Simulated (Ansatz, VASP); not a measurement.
**One calculation of Sn, two programs**

File INCAR:

```
SYSTEM = Sn
PREC = Accurate ; ENCUT = 520
EDIFF = 1E-6 ; ISMEAR = -1
SIGMA = 0.1 ; LREAL = .False.
LASPH = .True. ; NELM = 100
ALGO = Normal ; ISIF = 2
LWAVE = .False. ; LCHARG = .True.
GGA = PE ; LELF = .True.
LVHAR = .True. ; NBANDS = 21
```

The input KPOINTS:

```
Automatic mesh
0
Gamma
  12 12 7
  0 0 0
```

File POSCAR:

```
Sn
1.0
    3.3316396711      0.0000000000      0.0000000000
   -1.6658198356      2.8852845915      0.0000000000
    0.0000000000      0.0000000000      5.5391320149
Sn
2
Direct
    0.3333333333      0.6666666667      0.2500000000
    0.6666666667      0.3333333333      0.7500000000
```

Input for Ansatz:

```yaml
crystal:
  lattice:
    - [3.3316396711, 0.0, 0.0]
    - [-1.6658198356, 2.8852845915, 0.0]
    - [0.0, 0.0, 5.5391320149]
  atoms:
    - { symbol: Sn, position: [0.3333333333, 0.6666666667, 0.25] }
    - { symbol: Sn, position: [0.6666666667, 0.3333333333, 0.75] }
hamiltonian:
  xc: pbe
  pseudopotentials:
    kind: paw
    azcp:
      Sn: "pseudopotentials/Sn.paw.azcp"
basis:
  ecutwfc: 420
  fft_grid_basis: typed
kpoints:
  mp_grid: { grid: [12, 12, 7], shift: [0, 0, 0] }
magnetization:
  spin_polarized: false
scf:
  occupations: { method: fermi_dirac, width: 0.1 }
  lower_state_search: "off"
output:
  stress: true
  write_density: true
  write_potential: true
  elf: true
  volumetric_format: npy
```

Alike in both runs: task single point; functional PBE; k mesh 12 × 12 × 7; occupations fermi-dirac, width 0.1 eV; no spin polarisation.

|  | VASP | Ansatz |
| --- | --- | --- |
| version | VASP 6.6.1 | Ansatz 0.2.0 |
| potentials or method | VASP PAW PBE potentials, release 64 (Sn_d), cutoff 520 eV | plane waves (420 eV) with PAW, scalar-relativistic |
| valence electrons in the cell | 28 | 28 |

|  | VASP | Ansatz | Ansatz less VASP |
| --- | --- | --- | --- |
| pressure (GPa) | 2.1 | 2.2 | +0.08 |
| traceless stress, the component that is largest in VASP (GPa) | -0.98 | -0.97 | 0.000 |

The functional is the same, so the differences come from potentials, cutoffs and numerics.
